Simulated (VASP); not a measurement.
Input of a VASP 6.6.1 run:

The input INCAR:

```
PREC = Accurate
ENCUT = 520
EDIFF = 1E-6
ISMEAR = 0
SIGMA = 0.1
LREAL = F
LASPH = T
NELM = 60
ALGO = Fast
ISIF = 2
LWAVE = F
LCHARG = F
GGA = PS
ISYM = 0
NBANDS = 19
```

Contents of KPOINTS:

```
Automatic mesh
0
Gamma
  12 7 16
```

POSCAR

```
Ti
1.0
    2.9004352004      0.0000000000      0.0000000000
   -1.4502176002      5.2332195203      0.0000000000
    1.4502176002      1.2056427672      2.2035922449
Ti
2
Direct
    0.0833333333      0.7500000000      0.5833333333
    0.9166666667      0.2500000000      0.4166666667
```

Potentials or basis: VASP PAW PBE potentials, release 64 (Ti_sv).

Run with:

```sh
$ cat potpaw_PBE.64/Ti_sv/POTCAR > POTCAR
$ mpirun -np 1 vasp_std > vasp.out
```

Q: What does it give for the pressure?

A: -0.4 GPa.

Q: What does it give for the band gap on the k mesh?

A: Zero (bands 12 and 13 overlap by 1.11 eV).

Q: Predict the largest force.

A: 0.003 eV/Å.

Stress tensor (GPa, compression positive):
```
-0.45 -0.03  0.00
-0.03 -0.36  0.04
 0.00  0.04 -0.34
```

Caveat: the PAW data sets were made with another functional, which shifts forces and pressure a little.
